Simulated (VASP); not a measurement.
# SiSb3Au (Pm-3m) in VASP: single point with PBE

Aim: the single point of SiSb3Au with PBE.

Everything below comes from runs of VASP 6.6.1. Logs are shortened: lines on timing, memory, paths and dates and some standing lists are left out, and cuts for length are marked.

## Step 1: The cell of the first run

The structure is cubic, space group Pm-3m (No. 221). The conventional cell has a = 5.055 Å, b = 5.055 Å, c = 5.055 Å, α = 90.00°, β = 90.00°, γ = 90.00°. Within 4.7 Å of Si (site symmetry m-3m) lie 12 Sb at 3.57 Å and 8 Au at 4.38 Å. Sb (site symmetry 4/mmm) has 2 Au at 2.53 Å within 3.3 Å. Au (site symmetry m-3m) has 6 Sb at 2.53 Å within 3.3 Å.

## Step 2: Single point, PBE

INCAR reads:

```
  ALGO = Normal
  EDIFF = 1E-6
  ENCUT = 520
  GGA = PE
  ISIF = 2
  ISMEAR = 0
  LASPH = T
  LCHARG = F
  LREAL = F
  LWAVE = F
  NBANDS = 23
  NELM = 60
  PREC = Accurate
  SIGMA = 0.1
```

KPOINTS reads:

```
k-points
0
Gamma
  4 4 4
```

POSCAR reads:

```
SiSb3Au
1.0
    5.0551933600      0.0000000000      0.0000000000
    0.0000000000      5.0551933600      0.0000000000
    0.0000000000      0.0000000000      5.0551933600
Si Sb Au
1 3 1
Direct
    0.0000000000      0.0000000000      0.0000000000
    0.0000000000      0.5000000000      0.5000000000
    0.5000000000      0.0000000000      0.5000000000
    0.5000000000      0.5000000000      0.0000000000
    0.5000000000      0.5000000000      0.5000000000
```

Potentials or basis: VASP PAW PBE potentials, release 64 (Si, Sb, Au).

The run is started by

```console
$ cat potpaw_PBE.64/Si/POTCAR potpaw_PBE.64/Sb/POTCAR potpaw_PBE.64/Au/POTCAR > POTCAR
$ mpirun -np 1 vasp_std > vasp.out
```

OUTCAR:

```text
EDIFF = 1E-6
   ENCUT = 520
   GGA = PE
   ISIF = 2
   ISMEAR = 0
   LASPH = T
   LREAL = F
   NELM = 60
   PREC = Accurate

 ion  position               nearest neighbor table
   1  0.000  0.000  0.000-
   2  0.000  0.500  0.500-   5 2.53   5 2.53   3 3.57   4 3.57   3 3.57   3 3.57   4 3.57   4 3.57
                             4 3.57   3 3.57
   3  0.500  0.000  0.500-   5 2.53   5 2.53   2 3.57   4 3.57   2 3.57   4 3.57   4 3.57   4 3.57
                             2 3.57   2 3.57
   4  0.500  0.500  0.000-   5 2.53   5 2.53   2 3.57   2 3.57   3 3.57   3 3.57   3 3.57   3 3.57
                             2 3.57   2 3.57
   5  0.500  0.500  0.500-   2 2.53   3 2.53   4 2.53   4 2.53   3 2.53   2 2.53

  LATTYP: Found a simple cubic cell.
 ALAT       =     5.0551933600

  Lattice vectors:

 A1 = (   5.0551933600,   0.0000000000,   0.0000000000)
 A2 = (   0.0000000000,   5.0551933600,   0.0000000000)
 A3 = (   0.0000000000,   0.0000000000,   5.0551933600)

Analysis of symmetry for initial positions (statically):
=====================================================================
 Subroutine PRICEL returns:
 Original cell was already a primitive cell.

 Routine SETGRP: Setting up the symmetry group for a
 simple cubic supercell.

 Subroutine GETGRP returns: Found 48 space group operations
 (whereof 48 operations were pure point group operations)
 out of a pool of 48 trial point group operations.

The static configuration has the point symmetry O_h .

Analysis of symmetry for dynamics (positions and initial velocities):
=====================================================================
 Subroutine PRICEL returns:
 Original cell was already a primitive cell.

 Routine SETGRP: Setting up the symmetry group for a
 simple cubic supercell.

 Subroutine GETGRP returns: Found 48 space group operations
 (whereof 48 operations were pure point group operations)
 out of a pool of 48 trial point group operations.

The dynamic configuration has the point symmetry O_h .

 Subroutine INISYM returns: Found 48 space group operations
 (whereof 48 operations are pure point group operations),
 and found     1 'primitive' translations

----------------------------------------------------------------------------------------

                                     Primitive cell

  volume of cell :     129.1854

[... 78 lines left out ...]
   NELM   =     60;   NELMIN=  2; NELMDL= -5     # of ELM steps
   EDIFF  = 0.1E-05   stopping-criterion for ELM
   LREAL  =      F    real-space projection
   EDIFFG = 0.1E-04   stopping-criterion for IOM
   NSW    =      0    number of steps for IOM
   IBRION =     -1    ionic relax: 0-MD 1-quasi-New 2-CG
   NFREE  =      0    steps in history (QN), initial steepest desc. (CG)
   ISIF   =      2    stress and relaxation
   ISYM   =      2    0-nonsym 1-usesym 2-fastsym
   POTIM  = 0.5000    time-step for ionic-motion
   TEBEG  =    0.0;   TEEND  =   0.0 temperature during run
   PSTRESS=    0.0 pullay stress
   NELECT =      30.0000    total number of electrons
   NUPDOWN=      -1.0000    fix difference up-down
   EMIN   =  10.00;   EMAX   =-10.00  energy-range for DOS
   EFERMI =   0.00;   METHOD = LEGACY
   ISMEAR =     0;   SIGMA  =   0.10  broadening in eV -4-tet -1-fermi 0-gaus
   EFERMI_NEDOS =   21; number of points for ismear=-14 and -15
   IALGO  =     38    algorithm
   IMIX   =      4    mixing-type and parameters
     AMIX     =   0.40;   BMIX     =  1.00
     AMIX_MAG =   1.60;   BMIX_MAG =  1.00
  volume/ion in A,a.u.               =      25.84       174.36
  Fermi-wavevector in a.u.,A,eV,Ry     =   1.006261  1.901558 13.776742  1.012562
  Thomas-Fermi vector in A             =   2.138993
   LORBIT       =      0    0 simple, 1 ext, 2 COOP (PROOUT), +10 PAW based schemes
   GGA     = PE    functional components
   LHFCALC =     F    Hartree Fock is set to
   AEXX    =    0.0000 exact exchange contribution
   IVDW    =     0    specifies the selected vdW correction
   LEPSILON=     F    determine dielectric tensor
   LRPA    =     F    only Hartree local field effects (RPA)
 non-spin polarized calculation
 Gauss-broadening in eV      SIGMA  =   0.10
  energy-cutoff  :      520.00
  volume of cell :      129.19
 maximum number of plane-waves:      3514
 NGX is ok and might be reduce to    40
   NGX = 19   NGY = 19   NGZ = 19

 number of electron      30.0000003 magnetization

 Free energy of the ion-electron system (eV)
  ---------------------------------------------------
  ext. energy  EPLUGINS =         0.00000000
  ---------------------------------------------------
  free energy    TOTEN  =       -15.57201829 eV

  energy without entropy =      -15.55135239  energy(sigma->0) =      -15.56168534

 E-fermi :   7.2064     XC(G=0):  -9.9782

 val. band max:        7.1938171073   @ k =   0.5000   0.0000   0.0000
 cond. band min:       7.2247079324   @ k =   0.2500   0.2500   0.2500
 fundamental gap:      0.0308908251
 Fermi energy:         7.2064306123

 k-point     1 :       0.0000    0.0000    0.0000
  band No.  band energies     occupation
      1      -5.3590      2.00000
      2      -2.7420      2.00000
      3      -2.7420      2.00000
      4       0.8554      2.00000
      5       0.8554      2.00000
      6       0.8554      2.00000
[... 249 lines left out ...]
     22      13.1083      0.00000
     23      13.1083      0.00000

------------------------ aborting loop because EDIFF is reached ----------------------------------------

  FORCE on cell =-STRESS in cart. coord.  units (eV):
  Direction    XX          YY          ZZ          XY          YZ          ZX
  --------------------------------------------------------------------------------------
  -------------------------------------------------------------------------------------
  Total       11.3346486     11.3346486     11.3346486     -0.0000000     -0.0000000      0.0000000
  in kB      140.5741050    140.5741050    140.5741050     -0.0000000     -0.0000000      0.0000000
  external PRESSURE =     140.5741050 kB  Pullay stress =       0.0000000 kB

 VOLUME and BASIS-vectors are now :
 -----------------------------------------------------------------------------
  energy-cutoff  :      520.00
  volume of cell :      129.19
      direct lattice vectors                 reciprocal lattice vectors
     5.055193360  0.000000000  0.000000000     0.197816370  0.000000000  0.000000000
     0.000000000  5.055193360  0.000000000     0.000000000  0.197816370  0.000000000
     0.000000000  0.000000000  5.055193360     0.000000000  0.000000000  0.197816370

 POSITION                                       TOTAL-FORCE (eV/Angst)
 -----------------------------------------------------------------------------------
      0.00000      0.00000      0.00000         0.000000      0.000000      0.000000
      0.00000      2.52760      2.52760         0.000000      0.000000      0.000000
      2.52760      0.00000      2.52760         0.000000      0.000000      0.000000
      2.52760      2.52760      0.00000         0.000000      0.000000      0.000000
      2.52760      2.52760      2.52760         0.000000      0.000000      0.000000
 -----------------------------------------------------------------------------------
    total drift:                               -0.000000      0.000000     -0.000000

  FREE ENERGIE OF THE ION-ELECTRON SYSTEM (eV)
  ---------------------------------------------------
  free  energy   TOTEN  =       -15.5720182893 eV

  energy  without entropy=      -15.5513523876  energy(sigma->0) =      -15.56168534
```

OSZICAR:

```text
N       E                     dE             d eps       ncg     rms          rms(c)
DAV:   1     0.146375579698E+03    0.14638E+03   -0.11290E+04   460   0.107E+03
DAV:   2    -0.887887886805E+01   -0.15525E+03   -0.14759E+03   545   0.192E+02
DAV:   3    -0.165161491474E+02   -0.76373E+01   -0.74457E+01   566   0.445E+01
DAV:   4    -0.166076089790E+02   -0.91460E-01   -0.91341E-01   558   0.550E+00
DAV:   5    -0.166088778286E+02   -0.12688E-02   -0.12688E-02   588   0.717E-01    0.141E+01
DAV:   6    -0.156975946047E+02    0.91128E+00   -0.51312E+00   509   0.206E+01    0.124E+01
DAV:   7    -0.156036426160E+02    0.93952E-01   -0.55126E-01   516   0.609E+00    0.661E+00
DAV:   8    -0.155764829437E+02    0.27160E-01   -0.76510E-02   509   0.183E+00    0.846E-01
DAV:   9    -0.155720442959E+02    0.44386E-02   -0.12829E-02   544   0.108E+00    0.152E-01
DAV:  10    -0.155719941222E+02    0.50174E-04   -0.26145E-03   558   0.335E-01    0.133E-01
DAV:  11    -0.155720480227E+02   -0.53900E-04   -0.33138E-04   537   0.149E-01    0.138E-01
DAV:  12    -0.155720184056E+02    0.29617E-04   -0.31605E-05   572   0.574E-02    0.197E-02
DAV:  13    -0.155720182893E+02    0.11625E-06   -0.73571E-06   551   0.172E-02
   1 F= -.15572018E+02 E0= -.15561685E+02  d E =-.206659E-01
```

stdout:

```text
POSCAR found type information on POSCAR SiSbAu
 POSCAR found :  3 types and       5 ions
 scaLAPACK will be used
 LDA part: xc-table for (Slater+PW92), standard interpolation
 POSCAR, INCAR and KPOINTS ok, starting setup
 FFT: planning ... GRIDC
 FFT: planning ... GRID_SOFT
 FFT: planning ... GRID
 WAVECAR not read
 entering main loop
```

Run time: 43 s. Hardware: 1 thread of Intel Xeon 6975P-C, shared host; peak memory 0.26 GiB.

What came out:

```
Free energy            : -15.5720 eV
Pressure               : 14.1 GPa
Band gap on the k mesh : zero (band 15 reaches 10.02 eV, above the bottom of band 16 at 6.65 eV)
```

Caveat: spin-orbit coupling is left out, which moves the levels of the heavy elements.
